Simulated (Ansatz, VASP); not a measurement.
**Y2GeS4 in VASP and in Ansatz**

```
Y Ge S
1.0
     0.00000    5.66566    5.66566
     5.66566    0.00000    5.66566
     5.66566    5.66566    0.00000
Y Ge S
4 2 8
Direct
  0.62500 0.62500 0.62500
  0.12500 0.62500 0.62500
  0.62500 0.12500 0.62500
  0.62500 0.62500 0.12500
  0.25000 0.25000 0.25000
  0.00000 0.00000 0.00000
  0.38282 0.85155 0.38282
  0.38282 0.38282 0.38282
  0.85155 0.38282 0.38282
  0.38282 0.38282 0.85155
  0.39845 0.86718 0.86718
  0.86718 0.39845 0.86718
  0.86718 0.86718 0.39845
  0.86718 0.86718 0.86718
```

Alike in both runs: functional PBE; k mesh 4 × 4 × 4; no spin polarisation.

Ansatz relaxed the structure, and its values are those at the end. VASP's run is a single point on that final structure, the one shown.

|  | VASP | Ansatz |
| --- | --- | --- |
| version | VASP 6.6.1 | Ansatz 0.2.0 |
| potentials or method | VASP PAW PBE potentials, release 64 (Y_sv, Ge_d, S), cutoff 520 eV | scalar-relativistic, plane waves, PAW |
| occupations | gaussian, width 0.01 eV | fixed |
| valence electrons in the cell | 120 | 120 |

Ansatz gave:

| Item | Value |
| --- | --- |
| gap on the k mesh at the Fermi level (eV) | 1.51 |
| least direct gap on the mesh (eV) | 1.55 |
| pressure (GPa) | 0.0 |

**Question.** Estimate VASP's values.

**Answer.** gap on the k mesh at the Fermi level (eV): 1.51; least direct gap on the mesh (eV): 1.55; pressure (GPa): -0.1.
